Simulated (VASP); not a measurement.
Runs of VASP 6.6.1 on Ca. The structure is tetragonal, space group I4/mmm (No. 139). The conventional cell has a = 4.410 Å, b = 4.410 Å, c = 4.392 Å, α = 90.00°, β = 90.00°, γ = 90.00°. Within 5.0 Å of Ca (site symmetry 4/mmm) lie 14 Ca at 3.81 to 4.41 Å. This isn't the form of Ca at room conditions, which is fcc.

| level | cell | gap on the mesh (eV) | pressure (GPa) | relaxed volume (Å³/atom) |
| --- | --- | --- | --- | --- |
| r2SCAN+D4 | relaxed | none | 0.0 | 43.06 |
| r2SCAN+rVV10 | relaxed | none | 0.0 | 43.06 |
| r2SCAN | relaxed | none | 0.0 | 43.49 |
| r2SCAN | relaxed to 2 GPa | none | 2.0 | - |
| r2SCAN+D3(BJ) | relaxed | none | 0.0 | (a) |

Alike in all rows: task relaxation of cell and atoms; potentials or basis VASP PAW PBE potentials, release 64 (Ca_sv); no spin polarisation; k mesh 9 × 9 × 9; cutoff (eV) 600; smearing fermi-dirac 0.05 eV.

Estimate the missing entries.

(a) 42.59.

Caveats: the PAW data sets were made with another functional, which shifts forces and pressure a little; the cell is relaxed towards a set pressure, so the run minimises the enthalpy, not the energy (at least some runs).

A gap of «none» marks levels without a gap at the run's occupations.
